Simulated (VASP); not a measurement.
Here is a VASP 6.6.1 calculation.

The input INCAR:

```
PREC = Accurate
ENCUT = 520
EDIFF = 1E-7
ISMEAR = 0
SIGMA = 0.1
LREAL = F
LASPH = T
NELM = 60
ALGO = Fast
ISIF = 2
LWAVE = F
LCHARG = F
GGA = PE
NBANDS = 50
```

Contents of KPOINTS:

```
regular mesh
0
Gamma
  12 12 8
```

File POSCAR:

```
TaRu5
1.0
    4.7882322403      0.0000000000      0.0000000000
   -2.3941161201      4.1467307593      0.0000000000
    0.0000000000      0.0000000000      4.3748132317
Ta Ru
1 5
Direct
    0.0000000000      0.0000000000      0.5000000000
    0.0000000000      0.6537911426      0.0000000000
    0.6537911426      0.0000000000      0.0000000000
    0.3462088574      0.3462088574      0.0000000000
    0.3333333333      0.6666666667      0.5000000000
    0.6666666667      0.3333333333      0.5000000000
```

Potentials or basis: VASP PAW PBE potentials, release 64 (Ta_pv, Ru_pv).

The run is started by

```console
$ cat potpaw_PBE.64/Ta_pv/POTCAR potpaw_PBE.64/Ru_pv/POTCAR > POTCAR
$ mpirun -np 1 vasp_std > vasp.out
```

Problem. Predict the band gap on the k mesh.

Solution. Zero (an odd number of electrons rules out a gap without spin polarisation).

Problem. What does it give for the pressure?

Solution. 0.0 GPa.

Forces on the atoms (eV/Å):
```
Ta   0.000  0.000  0.000
Ru   0.006 -0.010  0.000
Ru  -0.012  0.000  0.000
Ru   0.006  0.010  0.000
Ru   0.000  0.000  0.000
Ru   0.000  0.000  0.000
```

Caveat: spin-orbit coupling is left out, which moves the levels of the heavy elements.
